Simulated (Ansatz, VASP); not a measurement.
One calculation of ScAl, two programs

```
CELL_PARAMETERS angstrom
3.37035 0.00000 0.00000
0.00000 3.37035 0.00000
0.00000 0.00000 3.37035
ATOMIC_POSITIONS crystal
Sc 0.50000 0.50000 0.59272
Al 0.00000 0.00000 0.00000
```

Change from the starting cell: all Sc atoms moved +0.312 Å, as atom 1 along Cartesian [0 0 1].

Alike in both runs: task single point; functional LDA; k mesh 14 × 14 × 14; occupations fermi-dirac, width 0.02 eV; no spin polarisation.

|  | VASP | Ansatz |
| --- | --- | --- |
| version | VASP 6.6.1 | Ansatz 0.2.0 |
| potentials or method | VASP PAW LDA potentials, release 64 (Sc_sv, Al), cutoff 520 eV | scalar-relativistic, plane waves, PAW |
| valence electrons in the cell | 14 | 14 |

Ansatz gave:

- gap on the k mesh at the Fermi level (eV): none
- pressure (GPa): -1.9
- traceless stress, the component that is largest in VASP (GPa): -1.02
- rms of the force components (eV/Å): 0.807

Problem. What did VASP give for the same quantities?

Solution. gap on the k mesh at the Fermi level (eV): none; pressure (GPa): -1.7; traceless stress, the component that is largest in VASP (GPa): -1.04; rms of the force components (eV/Å): 0.812.

LDA's correlation is that of Perdew and Zunger in VASP and of Perdew and Wang (1992) in Ansatz. Atom by atom the forces differ by 0.006 eV/Å (rms over components). A gap of «none» marks a metal or a gap that the smearing closes.
